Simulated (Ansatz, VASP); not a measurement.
**Two plane-wave programs on K**

INCAR

```
SYSTEM = K
  PREC = Accurate
  ENCUT = 520
  EDIFF = 1E-6
  ISMEAR = -1
  SIGMA = 0.1
  LREAL = .FALSE.
  LASPH = .TRUE.
  NELM = 80
  ALGO = Normal
  ISIF = 2
  LWAVE = .FALSE.
  LCHARG = .FALSE.
  GGA = PE
  NBANDS = 16
```

KPOINTS

```
regular mesh
0
G
  8 8 8
  0 0 0
```

POSCAR

```
K
1.0
    0.0000000000      4.2258402818      4.2258402818
    4.2258402818      0.0000000000      4.2258402818
    4.2258402818      4.2258402818      0.0000000000
K
2
Direct
   -0.1250000000     -0.1250000000     -0.1250000000
    0.1250000000      0.1250000000      0.1250000000
```

Input for Ansatz:

```yaml
crystal:
  lattice:
    - [0.0, 4.2258402818, 4.2258402818]
    - [4.2258402818, 0.0, 4.2258402818]
    - [4.2258402818, 4.2258402818, 0.0]
  atoms:
    - { symbol: K, position: [-0.125, -0.125, -0.125] }
    - { symbol: K, position: [0.125, 0.125, 0.125] }
kpoints:
  mp_grid: { grid: [8, 8, 8] }
scf:
  occupations: { method: fermi_dirac, width: 0.1 }
hamiltonian:
  xc: pbe
  pseudopotentials: { kind: nc }
output:
  forces: true
  stress: true
  eigenvalues: true
```

Change from the starting cell: volume scaled by 0.68, norm-conserving files.

Alike in both runs: task single point; functional PBE; k mesh 8 × 8 × 8; occupations fermi-dirac, width 0.1 eV; no spin polarisation.

|  | VASP | Ansatz |
| --- | --- | --- |
| version | VASP 6.6.1 | Ansatz 0.2.0 |
| potentials or method | VASP PAW PBE potentials, release 64 (K_sv) | scalar-relativistic |
| plane-wave cutoff (eV) | 520 | 850 |
| valence electrons in the cell | 18 | 18 |

```tsv
	VASP	Ansatz	Ansatz less VASP
pressure (GPa)	0.9	0.9	+0.01
```
